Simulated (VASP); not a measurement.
# Sn (Im-3m) in VASP: notebook, part 2 of 2

VASP 6.6.1. The steps go on from the part before.

## Step 4: Single point, BLYP

Contents of INCAR:

```
PREC = Accurate
ENCUT = 500
EDIFF = 1E-6
ISMEAR = -1
SIGMA = 0.1
LREAL = F
LASPH = T
NELM = 120
ALGO = Normal
ISIF = 2
LWAVE = F
LCHARG = T
GGA = B5
ALDAX = 1.0
AGGAX = 1.0
AGGAC = 1.0
ALDAC = 0.0
LELF = T
LVHAR = T
NBANDS = 13
GGA_COMPAT = F
```

Contents of KPOINTS:

```
Automatic mesh
0
Gamma
  12 12 12
```

Contents of POSCAR:

```
Sn
1.0
    3.2816330257     -0.0000000182     -0.0000000315
   -1.0938776581      3.0939532938     -0.0000000315
   -1.0938776581     -1.5469766015      2.6794421768
Sn
1
Direct
    0.0000000000      0.0000000000      0.0000000000
```

Potentials or basis: VASP PAW PBE potentials, release 64 (Sn_d).

On the command line:

```console
> cat potpaw_PBE.64/Sn_d/POTCAR > POTCAR
> mpirun -np 1 vasp_std > vasp.out
```

OUTCAR:

```text
PREC = Accurate
   ENCUT = 500
   EDIFF = 1E-6
   ISMEAR = -1
   LREAL = F
   LASPH = T
   NELM = 120
   ISIF = 2
   GGA = B5

 ion  position               nearest neighbor table
   1  0.000  0.000  0.000-

  LATTYP: Found a body centered cubic cell.
 ALAT       =     3.7893034215

  Lattice vectors:

 A1 = (   3.2816330257,  -0.0000000182,  -0.0000000315)
 A2 = (  -1.0938776581,   3.0939532938,  -0.0000000315)
 A3 = (  -1.0938776581,  -1.5469766015,   2.6794421768)

Analysis of symmetry for initial positions (statically):
=====================================================================
 Subroutine PRICEL returns:
 Original cell was already a primitive cell.

 Routine SETGRP: Setting up the symmetry group for a
 body centered cubic supercell.

 Subroutine GETGRP returns: Found 48 space group operations
 (whereof 48 operations were pure point group operations)
 out of a pool of 48 trial point group operations.

The static configuration has the point symmetry O_h .

Analysis of symmetry for dynamics (positions and initial velocities):
=====================================================================
 Subroutine PRICEL returns:
 Original cell was already a primitive cell.

 Routine SETGRP: Setting up the symmetry group for a
 body centered cubic supercell.

 Subroutine GETGRP returns: Found 48 space group operations
 (whereof 48 operations were pure point group operations)
 out of a pool of 48 trial point group operations.

The dynamic configuration has the point symmetry O_h .

 Subroutine INISYM returns: Found 48 space group operations
 (whereof 48 operations are pure point group operations),
 and found     1 'primitive' translations

----------------------------------------------------------------------------------------

                                     Primitive cell

  volume of cell :      27.2050

  direct lattice vectors                    reciprocal lattice vectors
     3.281633026 -0.000000018 -0.000000031     0.304726336  0.107737029  0.186606003
    -1.093877658  3.093953294 -0.000000031     0.000000004  0.323211088  0.186606003
    -1.093877658 -1.546976601  2.679442177     0.000000004  0.000000005  0.373212014

  length of vectors
     3.281633026  3.281633026  3.281633026     0.373212014  0.373212014  0.373212014

  position of ions in fractional coordinates (direct lattice)
     0.000000000  0.000000000  0.000000000

  ion indices of the primitive-cell ions
   primitive index   ion index
                 1           1

----------------------------------------------------------------------------------------

 KPOINTS: Automatic mesh

Automatic generation of k-mesh.
 Grid dimensions read from file:
 generate k-points for:   12   12   12

 Generating k-lattice:

  Cartesian coordinates                     Fractional coordinates (reciprocal lattice)
     0.025393861  0.008978086  0.015550500     0.083333333  0.000000000  0.000000000
     0.000000000  0.026934257  0.015550500    -0.000000000  0.083333333  0.000000000
     0.000000000  0.000000000  0.031101001     0.000000000  0.000000000  0.083333333

  Length of vectors
     0.031101001  0.031101001  0.031101001

  Shift w.r.t. Gamma in fractional coordinates (k-lattice)
     0.000000000  0.000000000  0.000000000

 Subroutine IBZKPT returns following result:
 ===========================================

 Found     72 irreducible k-points:

 Following reciprocal coordinates:
            Coordinates               Weight
  0.000000  0.000000  0.000000      1.000000
  0.083333 -0.000000 -0.000000     12.000000
  0.166667 -0.000000 -0.000000     12.000000
  0.250000  0.000000 -0.000000     12.000000
  0.333333  0.000000 -0.000000     12.000000
  0.416667 -0.000000 -0.000000     12.000000
[... 16 lines left out ...]
  0.333333  0.083333  0.083333     24.000000
  0.416667  0.083333  0.083333     12.000000
 [... further k-points ...]
   k-points           NKPTS =     72   k-points in BZ     NKDIM =     72   number of bands    NBANDS=     13
   number of dos      NEDOS =    301   number of ions     NIONS =      1
   total plane-waves  NPLWV =  13824
   dimension x,y,z NGX =    24 NGY =   24 NGZ =   24
   dimension x,y,z NGXF=    48 NGYF=   48 NGZF=   48
   ions per type =               1
   NGX,Y,Z   is equivalent  to a cutoff of  12.16, 12.16, 12.16 a.u.
   NGXF,Y,Z  is equivalent  to a cutoff of  24.32, 24.32, 24.32 a.u.
 SYSTEM =  unknown system
   PREC   = accura    normal or accurate (medium, high low for compatibility)
   ISTART =      0    job   : 0-new  1-cont  2-samecut
   ICHARG =      2    charge: 1-file 2-atom 10-const
   ISPIN  =      1    spin polarized calculation?
   LNONCOLLINEAR =      F non collinear calculations
   LSORBIT =      F    spin-orbit coupling
   LASPH  =      T    aspherical Exc in radial PAW
   ENCUT  =  500.0 eV  36.75 Ry    6.06 a.u.   5.98  5.98  5.98*2*pi/ulx,y,z
   NELM   =    120;   NELMIN=  2; NELMDL= -5     # of ELM steps
   EDIFF  = 0.1E-05   stopping-criterion for ELM
   LREAL  =      F    real-space projection
   EDIFFG = 0.1E-04   stopping-criterion for IOM
   NSW    =      0    number of steps for IOM
   IBRION =     -1    ionic relax: 0-MD 1-quasi-New 2-CG
   NFREE  =      0    steps in history (QN), initial steepest desc. (CG)
   ISIF   =      2    stress and relaxation
   ISYM   =      2    0-nonsym 1-usesym 2-fastsym
   POTIM  = 0.5000    time-step for ionic-motion
   TEBEG  =    0.0;   TEEND  =   0.0 temperature during run
   PSTRESS=    0.0 pullay stress
   NELECT =      14.0000    total number of electrons
   NUPDOWN=      -1.0000    fix difference up-down
   EMIN   =  10.00;   EMAX   =-10.00  energy-range for DOS
   EFERMI =   0.00;   METHOD = LEGACY
   ISMEAR =    -1;   SIGMA  =   0.10  broadening in eV -4-tet -1-fermi 0-gaus
   EFERMI_NEDOS =   21; number of points for ismear=-14 and -15
   IALGO  =     38    algorithm
   IMIX   =      4    mixing-type and parameters
     AMIX     =   0.40;   BMIX     =  1.00
     AMIX_MAG =   1.60;   BMIX_MAG =  1.00
  volume/ion in A,a.u.               =      27.20       183.59
  Fermi-wavevector in a.u.,A,eV,Ry     =   1.311902  2.479136 23.416815  1.721087
  Thomas-Fermi vector in A             =   2.442332
   LORBIT       =      0    0 simple, 1 ext, 2 COOP (PROOUT), +10 PAW based schemes
   GGA     = B5    functional components
   LHFCALC =     F    Hartree Fock is set to
   AEXX    =    0.0000 exact exchange contribution
   IVDW    =     0    specifies the selected vdW correction
   LEPSILON=     F    determine dielectric tensor
   LRPA    =     F    only Hartree local field effects (RPA)
 non-spin polarized calculation
  energy-cutoff  :      500.00
  volume of cell :       27.20
 maximum number of plane-waves:       712
   NGX = 11   NGY = 11   NGZ = 11

 number of electron      13.9999996 magnetization

 Free energy of the ion-electron system (eV)
  ---------------------------------------------------
  ext. energy  EPLUGINS =         0.00000000
  ---------------------------------------------------
  free energy    TOTEN  =        -2.89909842 eV

  energy without entropy =       -2.87932921  energy(sigma->0) =       -2.88921382

 E-fermi :   8.5991     XC(G=0):  -9.7502

 val. band max:        8.5955897390   @ k =   0.2500   0.1667   0.1667
 cond. band min:       8.6487839747   @ k =  -0.3333   0.3333   0.2500
 fundamental gap:      0.0531942357
 Fermi energy:         8.5990703505

 k-point     1 :       0.0000    0.0000    0.0000
  band No.  band energies     occupation
      1     -13.0015      2.00000
      2     -13.0015      2.00000
      3     -13.0015      2.00000
      4     -12.8598      2.00000
      5     -12.8598      2.00000
      6      -2.5317      2.00000
      7      16.2468      0.00000
      8      16.2468      0.00000
      9      16.2468      0.00000
     10      20.9774      0.00000
     11      20.9774      0.00000
     12      20.9774      0.00000
     13      21.3377      0.00000
[... 353 lines left out ...]
 k-point    24 :       0.4167    0.0833    0.0833
  band No.  band energies     occupation
      1     -13.0337      2.00000
      2     -12.9698      2.00000
      3     -12.8678      2.00000
      4     -12.8661      2.00000
      5     -12.8001      2.00000
      6       2.2366      2.00000
      7       4.5847      2.00000
      8      10.3591      0.00000
      9      11.9515      0.00000
     10      19.0100      0.00000
     11      19.4893      0.00000
     12      24.0213      0.00000
     13      24.9903      0.00000

 [... further k-points ...]

------------------------ aborting loop because EDIFF is reached ----------------------------------------

  FORCE on cell =-STRESS in cart. coord.  units (eV):
  Direction    XX          YY          ZZ          XY          YZ          ZX
  --------------------------------------------------------------------------------------
  -------------------------------------------------------------------------------------
  Total        0.9019141      0.9019141      0.9019141     -0.0000000     -0.0000000     -0.0000000
  in kB       53.1162740     53.1162739     53.1162739     -0.0000000     -0.0000000     -0.0000000
  external PRESSURE =      53.1162740 kB  Pullay stress =       0.0000000 kB

 VOLUME and BASIS-vectors are now :
 -----------------------------------------------------------------------------
  energy-cutoff  :      500.00
  volume of cell :       27.20
      direct lattice vectors                 reciprocal lattice vectors
     3.281633026 -0.000000018 -0.000000031     0.304726336  0.107737029  0.186606003
    -1.093877658  3.093953294 -0.000000031     0.000000004  0.323211088  0.186606003
    -1.093877658 -1.546976601  2.679442177     0.000000004  0.000000005  0.373212014

 POSITION                                       TOTAL-FORCE (eV/Angst)
 -----------------------------------------------------------------------------------
      0.00000      0.00000      0.00000        -0.000000     -0.000000      0.000000
 -----------------------------------------------------------------------------------
    total drift:                                0.000000     -0.000000      0.000000

  FREE ENERGIE OF THE ION-ELECTRON SYSTEM (eV)
  ---------------------------------------------------
  free  energy   TOTEN  =        -2.8990984233 eV

  energy  without entropy=       -2.8793292119  energy(sigma->0) =       -2.88921382
```

OSZICAR:

```text
N       E                     dE             d eps       ncg     rms          rms(c)
DAV:   1     0.812282966415E+02    0.81228E+02   -0.69445E+03  1925   0.157E+03
DAV:   2     0.291437328304E+01   -0.78314E+02   -0.75461E+02  1967   0.338E+02
DAV:   3    -0.278490088524E+01   -0.56993E+01   -0.56736E+01  2250   0.735E+01
DAV:   4    -0.290825608391E+01   -0.12336E+00   -0.12333E+00  2260   0.115E+01
DAV:   5    -0.291227237690E+01   -0.40163E-02   -0.40162E-02  2389   0.207E+00    0.127E+00
DAV:   6    -0.290120127120E+01    0.11071E-01   -0.15643E-02  2357   0.219E+00    0.661E-01
DAV:   7    -0.289906646527E+01    0.21348E-02   -0.81082E-03  2347   0.148E+00    0.115E-01
DAV:   8    -0.289910645743E+01   -0.39992E-04   -0.87669E-04  2322   0.461E-01    0.324E-02
DAV:   9    -0.289909597652E+01    0.10481E-04   -0.25531E-05  2361   0.779E-02    0.178E-02
DAV:  10    -0.289909819736E+01   -0.22208E-05   -0.61792E-06  2167   0.223E-02    0.456E-03
DAV:  11    -0.289909842334E+01   -0.22599E-06   -0.85890E-08  1376   0.317E-03
   1 F= -.28990984E+01 E0= -.28892138E+01  d E =-.197692E-01
```

stdout:

```text
POSCAR found type information on POSCAR Sn
 POSCAR found :  1 types and       1 ions
 scaLAPACK will be used
 -----------------------------------------------------------------------------
|                                                                             |
|                                                                             |
|     You enforced a specific xc type in the INCAR file but a different       |
|     I HOPE YOU KNOW WHAT YOU ARE DOING!                                     |
|                                                                             |
 -----------------------------------------------------------------------------

 LDA part: xc-table for (Slater(with rela. corr.)+VWN5), standard interpolation
 POSCAR, INCAR and KPOINTS ok, starting setup
 FFT: planning ... GRIDC
 FFT: planning ... GRID_SOFT
 FFT: planning ... GRID
 WAVECAR not read
 entering main loop
```

Wall time 8.6 s (1 thread of Intel Xeon 6975P-C (Granite Rapids), shared host); peak memory 0.15 GiB.

Results:

- Free energy: -2.8991 eV
- Pressure: 5.3 GPa
- Band gap on the k mesh: zero (band 7 reaches 16.25 eV, above the bottom of band 8 at 6.19 eV)

Caveat: the PAW data sets were made with another functional, which shifts forces and pressure a little; spin-orbit coupling is left out, which moves the levels of the heavy elements.

## Step 5: Summary

| level | potentials or basis | gap on the mesh (eV) | pressure (GPa) |
| --- | --- | --- | --- |
| LDA | VASP PAW LDA potentials, release 64 (Sn_d) | none | -3.5 |
| PBEsol | VASP PAW PBE potentials, release 64 (Sn_d) | none | -2.2 |
| BLYP | VASP PAW PBE potentials, release 64 (Sn_d) | none | 5.3 |

Alike in all rows: task single point; no spin polarisation; cell as given; k mesh 12 × 12 × 12; cutoff (eV) 500; smearing fermi-dirac 0.1 eV.

Caveats: spin-orbit coupling is left out, which moves the levels of the heavy elements; the PAW data sets were made with another functional, which shifts forces and pressure a little (some runs).

Total energies depend on the potentials used, so only differences within one code and one set of settings carry meaning.
